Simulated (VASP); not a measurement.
Write the native input for VASP 6.6.1 that does the following.

| Item | Value |
| --- | --- |
| Task | single point |
| Functional | PBE |
| Potentials or basis | VASP PAW PBE potentials, release 64 (Si, P) |
| Cutoff | 520 eV |
| k mesh | 6 × 6 × 2 |
| Occupations | gaussian, width 0.2 eV |
| Spin | no spin polarisation |
| Dipole correction | no |
| Further INCAR settings | ALGO = Normal; EDIFF = 1e-06; NBANDS = 24 |

The structure of Si5P2 lies in POSCAR:

```
Si5P2
1.0
    3.7791465600      0.0009736152     -0.0002178421
   -1.8887100852      3.2715221456      0.0002469848
   -0.0006276848      0.0004899370     10.8438188781
Si P
5 2
Direct
    0.3333476685      0.6666953495      0.3153941802
    0.6666923720      0.3332605717      0.6845887841
   -0.0001216810     -0.0000382771      0.3912989330
    0.0001516269     -0.0000089138      0.6087071093
   -0.0000355529      0.0000373819      0.0000145687
    0.3336651798      0.6668065873      0.1063884694
    0.6663003868      0.3332473003      0.8936079552
```

The input as run:

INCAR

```
  PREC = Accurate
  ENCUT = 520
  EDIFF = 1E-6
  ISMEAR = 0
  SIGMA = 0.2
  LREAL = False
  LASPH = True
  NELM = 100
  ALGO = Normal
  ISIF = 2
  LWAVE = False
  LCHARG = False
  GGA = PE
  NBANDS = 24
```

KPOINTS

```
regular mesh
0
Gamma
  6 6 2
```

Potentials or basis: VASP PAW PBE potentials, release 64 (Si, P).

Command:

```sh
$ cat potpaw_PBE.64/Si/POTCAR potpaw_PBE.64/P/POTCAR > POTCAR
$ mpirun -np 1 vasp_std > vasp.out
```

Results of the run:

The pressure is -0.1 GPa, the largest force is 0.017 eV/Å and the band gap on the k mesh is zero (band 15 reaches 6.34 eV, above the bottom of band 16 at 6.01 eV).

Run time: 70 s on 1 thread of AMD EPYC 9R45 96-Core Processor (Zen 5), on a shared host, peak memory 0.26 GiB.
